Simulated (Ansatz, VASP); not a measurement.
## One calculation of CaLa2Cd3, two programs

```
Ca La Cd
1.0
     3.13424    1.80956    5.16676
    -3.13424    1.80956    5.16676
     0.00000   -3.61911    5.16676
Ca La Cd
1 2 3
Direct
  0.50000 0.50000 0.50000
  0.87087 0.87087 0.87087
  0.12913 0.12913 0.12913
  0.50000 0.50000 0.00000
  0.00000 0.50000 0.50000
  0.50000 0.00000 0.50000
```

Change from the starting cell: species swapped into the Ca2GePd3 type (R-3m, No. 166).

Alike in both runs: functional PBE; k mesh 3 × 3 × 3; occupations gaussian, width 0.1 eV; no spin polarisation.

Ansatz relaxed the structure, and its values are those at the end. VASP's run is a single point on that final structure, the one shown.

|  | VASP | Ansatz |
| --- | --- | --- |
| version | VASP 6.6.1 | Ansatz 0.2.0 |
| potentials or method | VASP PAW PBE potentials, release 64 (Ca_sv, La, Cd), cutoff 520 eV | scalar-relativistic, plane waves, PAW |
| valence electrons in the cell | 68 | 92 |

```tsv
	VASP	Ansatz	Ansatz less VASP
gap on the k mesh at the Fermi level (eV)	none	none	-
pressure (GPa)	0.1	0.1	-0.07
```

A gap of «none» marks a metal or a gap that the smearing closes. VASP's potentials hold 68 valence electrons a cell and Ansatz's 92, so a difference there can come from the potentials and not from the codes.

The k mesh is coarse, so the values compare programs but aren't converged. Neither program's run includes spin-orbit coupling.
